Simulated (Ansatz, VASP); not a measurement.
One calculation of MgCdSe2, two programs

```
Mg Cd Se
1.0
     3.76695    0.00000    0.00000
    -1.88347    3.26227    0.00000
     0.00000    0.00000    7.09838
Mg Cd Se
1 1 2
Direct
  0.00000 0.00000 0.50000
  0.00000 0.00000 0.00000
  0.66667 0.33333 0.79796
  0.33333 0.66667 0.20204
```

Change from the starting cell: species swapped into the NaVS2 type (P-3m1, No. 164).

Alike in both runs: task single point; functional PBE; k mesh 6 × 6 × 4; occupations gaussian, width 0.1 eV; no spin polarisation.

|  | VASP | Ansatz |
| --- | --- | --- |
| version | VASP 6.6.1 | Ansatz 0.2.0 |
| potentials or method | VASP PAW PBE potentials, release 64 (Mg, Cd, Se), cutoff 520 eV | scalar-relativistic, plane waves, PAW |
| valence electrons in the cell | 26 | 62 |

|  | VASP | Ansatz | Ansatz less VASP |
| --- | --- | --- | --- |
| gap on the k mesh at the Fermi level (eV) | none | none | - |
| pressure (GPa) | 9.4 | 8.9 | -0.43 |
| traceless stress, the component that is largest in VASP (GPa) | -8.90 | -8.84 | +0.065 |
| rms of the force components (eV/Å) | 1.416 | 1.385 | -0.0308 |

Atom by atom the forces differ by 0.031 eV/Å (rms over components). A gap of «none» marks a metal or a gap that the smearing closes. With one functional, cell and mesh, what is left measures potentials, basis and numerics. VASP's potentials hold 26 valence electrons a cell and Ansatz's 62, so a difference there can come from the potentials and not from the codes.
